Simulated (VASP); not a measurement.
Set up this calculation in VASP 6.6.1, as the native input.

* Task: single point
* Functional: LDA
* Potentials or basis: VASP PAW LDA potentials, release 64 (W_sv)
* Cutoff: 520 eV
* k mesh: 20 × 20 × 20
* Occupations: gaussian, width 0.15 eV
* Spin: no spin polarisation
* Dipole correction: no
* Further INCAR settings: ALGO = Fast; EDIFF = 1e-06; NBANDS = 13

The structure of W lies in POSCAR:

```
W
1.0
   -1.6099457158      1.5367164717      1.5367164717
    1.5367164717     -1.6099457158      1.5367164717
    1.5367164717      1.5367164717     -1.6099457158
W
1
Direct
    0.0000000000      0.0000000000      0.0000000000
```

One way to write it, as run:

INCAR

```
SYSTEM = W
PREC     = Accurate       ! precision mode
ENCUT    = 520            ! plane-wave cutoff, eV
EDIFF    = 1E-6           ! SCF threshold, eV
ISMEAR   = 0              ! smearing method
SIGMA    = 0.15           ! smearing width, eV
LREAL    = .FALSE.        ! projectors in reciprocal space
LASPH    = .TRUE.         ! aspherical terms in the spheres
NELM     = 60             ! most SCF steps
ALGO     = Fast           ! electronic algorithm
ISIF     = 2              ! what is computed and relaxed
LWAVE    = .FALSE.        ! write WAVECAR
LCHARG   = .FALSE.        ! write CHGCAR
NBANDS   = 13             ! bands
```

KPOINTS

```
Automatic mesh
0
G
  20 20 20
  0 0 0
```

Potentials or basis: VASP PAW LDA potentials, release 64 (W_sv).

The run is started by

```sh
$ cat potpaw_LDA.64/W_sv/POTCAR > POTCAR
$ mpirun -np 1 vasp_std > vasp.out
```

It gave:

The pressure is 27.8 GPa and the band gap on the k mesh is zero (bands 7 and 8 overlap by 6.39 eV).

Caveat: the cell stands under pressure; spin-orbit coupling is left out, which moves the levels of the heavy elements.

Wall time 100 s on 1 thread of Intel(R) Xeon(R) Platinum 8559C (Emerald Rapids), on a shared host, peak memory 0.23 GiB.
